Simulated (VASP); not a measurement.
Crystal: NbAs.

```
Nb As
1.0
     3.95534    0.00000    0.00000
    -1.97767    3.42543    0.00000
     0.00000    0.00000    6.43950
Nb As
2 2
Direct
  0.66667 0.33333 0.20878
  0.00000 0.00000 0.60082
  0.00000 0.00000 0.00000
  0.33333 0.66667 0.41757
```

| Quantity | Value |
| --- | --- |
| Program | VASP 6.6.1 |
| Task | relaxation of cell and atoms |
| Functional | PBE |
| Potentials or basis | VASP PAW PBE potentials, release 64 (Nb_sv, As) |
| Cutoff | 600 eV |
| k mesh | 6 × 6 × 4 |
| Occupations | gaussian, width 0.1 eV |
| Spin | no spin polarisation |

At the start: pressure -3.5 GPa; volume 21.81 Å³/atom.

Q: Where does the relaxation end?

A: Over 17 steps the energy falls by 85.3 meV/atom and the volume is 20.44 Å³/atom (-6.3 %); space group P3m1 (No. 156, to 0.1 Å) before and after.

Step by step:
```
step  energy change (eV)  largest force (eV/Å)  pressure (GPa)  volume (Å³)
   1              0.0000                1.1008           -3.50        87.25
   2             -0.0947                0.8115            5.35        81.35
   3             -0.1147                0.8531            2.48        82.99
   4             -0.1784                0.5066            0.17        84.41
   5             -0.1784                0.5230            0.10        84.46
   6             -0.2030                0.2736           -0.95        84.80
   7             -0.2306                0.4475           -3.07        85.49
   8             -0.2373                0.4545           -3.06        85.37
   9             -0.2567                0.4770           -3.02        85.02
  10             -0.2870                0.6997           -2.92        84.30
  11             -0.2851                1.1763           -2.53        82.75
  12             -0.2966                0.9337           -2.79        83.63
  13             -0.3167                0.7351           -1.85        82.94
  14             -0.3378                0.2388            0.61        81.34
  15             -0.3378                0.2098            0.75        81.25
  16             -0.3397                0.1375            0.50        81.43
  17             -0.3410                0.0224           -0.02        81.76
```

Final structure:
```cif
data_structure
_symmetry_space_group_name_H-M 'P 1'
_symmetry_Int_Tables_number 1
_cell_length_a 3.6536
_cell_length_b 3.6536
_cell_length_c 7.0728
_cell_angle_alpha 90.000
_cell_angle_beta 90.000
_cell_angle_gamma 120.000
_cell_volume 81.76
loop_
_atom_site_label
_atom_site_type_symbol
_atom_site_fract_x
_atom_site_fract_y
_atom_site_fract_z
_atom_site_occupancy
Nb1 Nb 0.66667 0.33333 0.21208 1
Nb2 Nb 0.00000 0.00000 0.61075 1
As1 As 0.00000 0.00000 0.97898 1
As2 As 0.33333 0.66667 0.42537 1
```
